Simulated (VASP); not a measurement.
A run of VASP 6.6.1:

The input POSCAR:

```
BP
1.0
    0.0000000000      2.0137375000      2.2690000000
    2.0137375000      0.0000000000      2.2690000000
    2.0137375000      2.0137375000      0.0000000000
B P
1 1
Direct
    0.0000000000      0.0000000000      0.0000000000
    0.7500000000      0.7500000000      0.7500000000
```

INCAR.step1

```
SYSTEM = BP
  PREC = Accurate
  ENCUT = 520
  ISMEAR = 0
  SIGMA = 0.05
  LREAL = .False.
  LASPH = .True.
  NELM = 100
  NBANDS = 11
  GGA = PE
  ALGO = Normal
  EDIFF = 1E-4
  LWAVE = .True.
  LCHARG = .False.
```

Contents of INCAR.step2:

```
SYSTEM = BP
  PREC = Accurate
  ENCUT = 520
  EDIFF = 1E-6
  ISMEAR = 0
  SIGMA = 0.05
  LREAL = .False.
  LASPH = .True.
  NELM = 100
  ALGO = Normal
  ISIF = 2
  LWAVE = .False.
  LCHARG = .True.
  METAGGA = R2SCAN
  LMIXTAU = .True.
  LELF = .True.
  LVHAR = .True.
  NBANDS = 11
  ISTART = 1
```

File KPOINTS:

```
Automatic mesh
0
Gamma
  10 10 10
  0 0 0
```

Potentials or basis: VASP PAW PBE potentials, release 64 (B, P).

The run is started by

```console
$ cat potpaw_PBE.64/B/POTCAR potpaw_PBE.64/P/POTCAR > POTCAR
$ cp INCAR.step1 INCAR
$ mpirun -np 1 vasp_std > vasp.out
$ cp INCAR.step2 INCAR
$ mpirun -np 1 vasp_std > vasp.out
```

Hardware: 1 thread of Intel(R) Xeon(R) 6975P-C (Granite Rapids), on a shared host.

Task: How long does it take, and how much memory?

Result: Wall time 26 s on 1 thread of Intel(R) Xeon(R) 6975P-C (Granite Rapids) (shared host), peak memory 0.14 GiB. Counts: k points 102.
